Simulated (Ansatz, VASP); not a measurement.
## One calculation of CdTe, two programs

```
Cd Te
1.0
     0.00000    3.30888    3.30888
     3.30888    0.00000    3.30888
     3.30888    3.30888    0.00000
Cd Te
1 1
Direct
  0.00000 0.00000 0.00000
  0.75000 0.75000 0.75000
```

Alike in both runs: task relaxation of cell and atoms; functional PBE; k mesh 10 × 10 × 10; occupations gaussian, width 0.02 eV; no spin polarisation.

```csv
,VASP,Ansatz
version,VASP 6.6.1,Ansatz 0.2.0
potentials or method,"VASP PAW PBE potentials, release 64 (Cd, Te), cutoff 600 eV","scalar-relativistic, plane waves, PAW"
valence electrons in the cell,18,36
```

```tsv
	VASP	Ansatz	Ansatz less VASP
gap on the k mesh at the Fermi level, each at its own relaxed structure (eV)	0.58	0.58	+0.009
relaxed volume (Å³/atom)	36.32	36.23	-0.096
relaxed cell length with the largest relative difference (Å)	4.684	4.679	-0.0041
```

VASP's potentials hold 18 valence electrons a cell and Ansatz's 36, so a difference there can come from the potentials and not from the codes.

Neither program's run includes spin-orbit coupling.
